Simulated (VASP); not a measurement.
SbSe2: single point with PBE

SbSe2:

```xyz
3
Lattice="4.9059 0.0000 0.0000 -2.4530 4.2486 0.0000 0.0000 0.0000 3.7622" Properties=species:S:1:pos:R:3 pbc="T T T"
Sb    0.0000    0.0000    2.9539
Se    0.0000    2.8324    1.9520
Se    2.4530    1.4162    1.9520
```

* Program: VASP 6.6.1
* Task: single point
* Functional: PBE
* Potentials or basis: VASP PAW PBE potentials, release 64 (Sb, Se)
* Cutoff: 520 eV
* k mesh: 12 × 12 × 12
* Occupations: gaussian, width 0.1 eV
* Spin: no spin polarisation

```yaml
Pressure: -0.1 GPa
Largest_force: 0.005 eV/Å
```

Forces in eV/Å, atoms in the order of the input:
```
Sb   0.000  0.000 -0.005
Se   0.000  0.000  0.003
Se   0.000  0.000  0.003
```

Levels at points of the mesh, in eV from the Fermi level:
```csv
k point,band 6,band 7,band 8,band 9,band 10,band 11
"(0.00, 0.00, 0.00)",-3.45,-3.45,-1.93,0.76,0.91,4.44
"(0.50, 0.00, 0.00)",-1.85,-0.68,-0.35,0.80,1.63,1.84
"(0.00, 0.00, 0.50)",-3.79,-2.66,-2.66,-1.11,-0.92,2.46
"(0.50, 0.00, 0.50)",-4.16,-2.10,-0.30,0.32,0.57,1.10
```

Wall time 67 s on 1 thread of AMD EPYC 9R45 (Zen 5), on a shared host, peak memory 0.26 GiB.

Caveat: spin-orbit coupling is left out, which moves the levels of the heavy elements.
